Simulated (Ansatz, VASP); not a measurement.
## Si2Ni: VASP beside Ansatz

The input INCAR:

```
SYSTEM = Si2Ni
ALGO     = Normal         ! electronic algorithm
EDIFF    = 1E-7           ! SCF threshold, eV
ENCUT    = 520            ! plane-wave cutoff, eV
GGA      = PS             ! functional
ISIF     = 2              ! what is computed and relaxed
ISMEAR   = 0              ! smearing method
LASPH    = .TRUE.         ! aspherical terms in the spheres
LCHARG   = .TRUE.         ! write CHGCAR
LELF     = .TRUE.         ! ELF
LREAL    = .FALSE.        ! projectors in reciprocal space
LVHAR    = .TRUE.       
LWAVE    = .FALSE.        ! write WAVECAR
NBANDS   = 16             ! bands
NELM     = 100            ! most SCF steps
PREC     = Accurate       ! precision mode
SIGMA    = 0.15           ! smearing width, eV
```

The input KPOINTS:

```
k-points
0
G
  16 16 16
  0 0 0
```

File POSCAR:

```
Si2Ni
1.0
    0.0000000000      2.4800484568      2.4800484568
    2.4800484568      0.0000000000      2.4800484568
    2.4800484568      2.4800484568      0.0000000000
Si Ni
2 1
Direct
    0.2500000000      0.2500000000      0.2500000000
    0.7500000000      0.7500000000      0.7500000000
    0.0000000000      0.0000000000      0.0000000000
```

Input for Ansatz:

```yaml
crystal:
  lattice:
    - [0.0, 2.4800484568, 2.4800484568]
    - [2.4800484568, 0.0, 2.4800484568]
    - [2.4800484568, 2.4800484568, 0.0]
  atoms:
    - { symbol: Si, position: [0.25, 0.25, 0.25] }
    - { symbol: Si, position: [0.75, 0.75, 0.75] }
    - { symbol: Ni, position: [0.0, 0.0, 0.0] }
basis:
  ecutwfc: 420
kpoints:
  mp_grid: { grid: [16, 16, 16] }
hamiltonian:
  xc: pbesol
scf:
  occupations: { method: gaussian, width: 0.15 }
output:
  forces: true
  stress: true
  eigenvalues: true
```

Change from the starting cell: strain -0.080 along x and y, -0.080 along z, atoms carried along.

Alike in both runs: task single point; functional PBEsol; k mesh 16 × 16 × 16; occupations gaussian, width 0.15 eV; no spin polarisation.

|  | VASP | Ansatz |
| --- | --- | --- |
| version | VASP 6.6.1 | Ansatz 0.2.0 |
| potentials or method | VASP PAW PBE potentials, release 64 (Si, Ni), cutoff 520 eV | scalar-relativistic, plane waves, PAW |
| valence electrons in the cell | 18 | 26 |

|  | VASP | Ansatz | Ansatz less VASP |
| --- | --- | --- | --- |
| gap on the k mesh at the Fermi level (eV) | none | none | - |
| pressure (GPa) | 71.0 | 71.0 | +0.05 |

VASP's potentials were made for PBE, not for PBEsol. A gap of «none» marks a metal or a gap that the smearing closes. Both programs put the cell under a high pressure, so it lies far from rest at this level. With one functional, cell and mesh, what is left measures potentials, basis and numerics. VASP's potentials hold 18 valence electrons a cell and Ansatz's 26, so a difference there can come from the potentials and not from the codes.

Noted on VASP's run: the cell as given lies far from equilibrium.
